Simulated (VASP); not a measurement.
## Sn: relaxation of cell and atoms with BLYP

Crystal: Sn.

```
Sn
1.0
    -2.94014    2.94014    1.59930
     2.94014   -2.94014    1.59930
     2.94014    2.94014   -1.59930
Sn
2
Direct
  0.00000 0.00000 0.00000
  0.75000 0.25000 0.50000
```

* Program: VASP 6.6.1
* Task: relaxation of cell and atoms
* Functional: BLYP
* Potentials or basis: VASP PAW PBE potentials, release 64 (Sn_d)
* Cutoff: 600 eV
* k mesh: 9 × 9 × 9
* Occupations: fermi-dirac, width 0.05 eV
* Spin: no spin polarisation
* Dipole correction: no
* Further INCAR settings: ALGO = Normal; EDIFF = 1e-06; IBRION = 2; EDIFFG = -0.02; NSW = 80; ISIF = 3

| Quantity | Value |
| --- | --- |
| Relaxed volume | 31.15 Å³/atom |
| Relaxed cell | a = 4.639 Å, b = 4.639 Å, c = 4.639 Å, α = 97.36°, β = 97.36°, γ = 138.05° |
| Space group after relaxing (to 0.05 Å) | I4_1/amd (No. 141) |
| Energy gained by relaxing | 56.4 meV/atom |
| Ionic steps | 3 |
| Pressure after relaxing | 0.0 GPa |
| Band gap on the k mesh | zero (band 14 reaches 7.96 eV, above the bottom of band 15 at 4.63 eV) |

The path:
| step | energy change (eV) | largest force (eV/Å) | pressure (GPa) | volume (Å³) |
| --- | --- | --- | --- | --- |
| 1 | 0.0000 | 0.0000 | 5.73 | 55.30 |
| 2 | -0.1100 | 0.0000 | -0.70 | 63.61 |
| 3 | -0.1128 | 0.0000 | 0.02 | 62.30 |

Final structure:
```yaml
crystal:
  lattice:
    - [-3.06257, 3.06257, 1.66054]
    - [3.06257, -3.06257, 1.66054]
    - [3.06257, 3.06257, -1.66054]
  atoms:
    - { symbol: Sn, position: [0.00000, 0.00000, 0.00000] }
    - { symbol: Sn, position: [0.75000, 0.25000, 0.50000] }
```

Levels at points of the mesh, in eV from the Fermi level:
```csv
k point,band 12,band 13,band 14,band 15,band 16,band 17
"(0.00, 0.00, 0.00)",-4.24,-1.64,-1.64,3.57,5.38,5.38
```

Wall time 110 s on 1 thread of Intel(R) Xeon(R) 6975P-C (Granite Rapids) (shared host), peak memory 0.26 GiB.

Caveat: the PAW data sets were made with another functional, which shifts forces and pressure a little; spin-orbit coupling is left out, which moves the levels of the heavy elements.
